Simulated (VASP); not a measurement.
TiAl: single point with LDA

Crystal: TiAl.

```
Ti Al
1.0
     3.22090    0.00000    0.00000
     0.00000    3.22090    0.00000
     0.00000    0.00000    3.22090
Ti Al
1 1
Direct
  0.00000 0.00000 0.00000
  0.50000 0.50000 0.50000
```

This cell differs from its parent crystal: volume scaled by 1.04.

```yaml
Program: VASP 6.6.1
Task: single point
Functional: LDA
Potentials_or_basis: VASP PAW LDA potentials, release 64 (Ti_sv, Al)
Cutoff: 520 eV
k_mesh: 8 × 8 × 8
Occupations: fermi-dirac, width 0.05 eV
Spin: no spin polarisation
```

| Item | Value |
| --- | --- |
| Pressure | -9.4 GPa |

Levels at points of the mesh, in eV from the Fermi level:
```csv
k point,band 5,band 6,band 7,band 8,band 9,band 10
"(0.00, 0.00, 0.00)",-9.02,-1.32,-1.32,1.66,1.66,1.66
"(0.50, 0.00, 0.00)",-5.91,-5.00,-0.50,0.10,0.10,1.85
"(0.50, 0.50, 0.00)",-4.90,-2.00,-2.00,-1.39,0.64,0.64
"(0.50, 0.50, 0.50)",-2.96,-2.96,-2.96,0.34,2.66,2.66
```

It took 3.8 s on 1 thread of Intel(R) Xeon(R) 6975P-C (Granite Rapids) (shared host), peak memory 0.13 GiB.
